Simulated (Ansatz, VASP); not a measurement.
# Ge: VASP beside Ansatz

Contents of INCAR:

```
PREC = Accurate
ENCUT = 520
EDIFF = 1E-7
ISMEAR = -1
SIGMA = 0.1
LREAL = False
LASPH = True
NELM = 100
ALGO = Normal
ISIF = 2
LWAVE = False
LCHARG = False
GGA = PE
NBANDS = 13
```

The input KPOINTS:

```
regular mesh
0
Gamma
  14 14 14
```

The input POSCAR:

```
Ge
1.0
    0.0000000000      2.1096089960      2.1096089960
    2.1096089960      0.0000000000      2.1096089960
    2.1096089960      2.1096089960      0.0000000000
Ge
1
Direct
    0.0000000000      0.0000000000      0.0000000000
```

Input for Ansatz:

```yaml
crystal:
  lattice:
    - [0.0, 2.109608996, 2.109608996]
    - [2.109608996, 0.0, 2.109608996]
    - [2.109608996, 2.109608996, 0.0]
  atoms:
    - { symbol: Ge, position: [0.0, 0.0, 0.0] }
hamiltonian:
  xc: pbe
  pseudopotentials:
    kind: paw
    azcp:
      Ge: "pseudopotentials/Ge.paw.azcp"
basis:
  ecutwfc: 420
  fft_grid_basis: typed
kpoints:
  mp_grid: { grid: [14, 14, 14], shift: [0, 0, 0] }
magnetization:
  spin_polarized: false
scf:
  occupations: { method: fermi_dirac, width: 0.1 }
  lower_state_search: "off"
output:
  stress: true
  write_density: true
  write_potential: true
  elf: true
  volumetric_format: npy
```

Alike in both runs: task single point; functional PBE; k mesh 14 × 14 × 14; occupations fermi-dirac, width 0.1 eV; no spin polarisation.

```csv
,VASP,Ansatz
version,VASP 6.6.1,Ansatz 0.2.0
potentials or method,"VASP PAW PBE potentials, release 64 (Ge_d), cutoff 520 eV","plane waves (420 eV) with PAW, scalar-relativistic"
valence electrons in the cell,14,14
```

```tsv
	VASP	Ansatz	Ansatz less VASP
pressure (GPa)	3.1	3.0	-0.05
```

The functional is the same, so the differences come from potentials, cutoffs and numerics.
